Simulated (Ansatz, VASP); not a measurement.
**One calculation of KF, two programs**

File INCAR:

```
SYSTEM = KF
ALGO     = Normal         ! electronic algorithm
EDIFF    = 1E-8           ! SCF threshold, eV
ENCUT    = 520            ! plane-wave cutoff, eV
GGA      = CA             ! functional
ISIF     = 2              ! what is computed and relaxed
ISMEAR   = -1             ! smearing method
LASPH    = .True.         ! aspherical terms in the spheres
LCHARG   = .False.        ! write CHGCAR
LEFG     = .True.       
LREAL    = .False.        ! projectors in reciprocal space
LWAVE    = .False.        ! write WAVECAR
NBANDS   = 15             ! bands
NELM     = 80             ! most SCF steps
PREC     = Accurate       ! precision mode
SIGMA    = 0.01           ! smearing width, eV
```

KPOINTS

```
k-points
0
Gamma
  9 9 9
  0 0 0
```

File POSCAR:

```
KF
1.0
    0.0000000000      2.6735000000      2.6735000000
    2.6735000000      0.0000000000      2.6735000000
    2.6735000000      2.6735000000      0.0000000000
K F
1 1
Direct
    0.0000000000      0.0000000000      0.0000000000
    0.5000000000      0.5000000000      0.5000000000
```

Input for Ansatz:

```yaml
crystal:
  lattice:
    - [0.0, 2.6735, 2.6735]
    - [2.6735, 0.0, 2.6735]
    - [2.6735, 2.6735, 0.0]
  atoms:
    - { symbol: K, position: [0.0, 0.0, 0.0] }
    - { symbol: F, position: [0.5, 0.5, 0.5] }
kpoints:
  mp_grid: { grid: [9, 9, 9] }
  band_path:
    path:
      - [0.0, 0.0, 0.0]
      - [0.5, 0.0, 0.5]
      - [0.625, 0.25, 0.625]
      - [0.375, 0.375, 0.75]
      - [0.0, 0.0, 0.0]
      - [0.5, 0.5, 0.5]
      - [0.5, 0.25, 0.75]
      - [0.5, 0.0, 0.5]
    npoints: 5
scf:
  occupations: { method: fermi_dirac, width: 0.01 }
hamiltonian:
  xc: lda
  pseudopotentials: { kind: paw }
output:
  forces: true
  stress: true
  eigenvalues: true
  efg: { contact_densities: true }
```

Alike in both runs: task electric field gradients; functional LDA; k mesh 9 × 9 × 9; occupations fermi-dirac, width 0.01 eV; no spin polarisation.

|  | VASP | Ansatz |
| --- | --- | --- |
| version | VASP 6.6.1 | Ansatz 0.2.0 |
| potentials or method | VASP PAW LDA potentials, release 64 (K_sv, F) | PAW with Ansatz's default frozen-core files, scalar-relativistic |
| plane-wave cutoff (eV) | 520 | 420 |
| valence electrons in the cell | 16 | 16 |

```tsv
	VASP	Ansatz	Ansatz less VASP
gap on the k mesh at the Fermi level (eV)	5.78	5.80	+0.016
pressure (GPa)	-3.5	-3.5	-0.09
```

LDA's correlation is that of Perdew and Zunger in VASP and of Perdew and Wang (1992) in Ansatz.
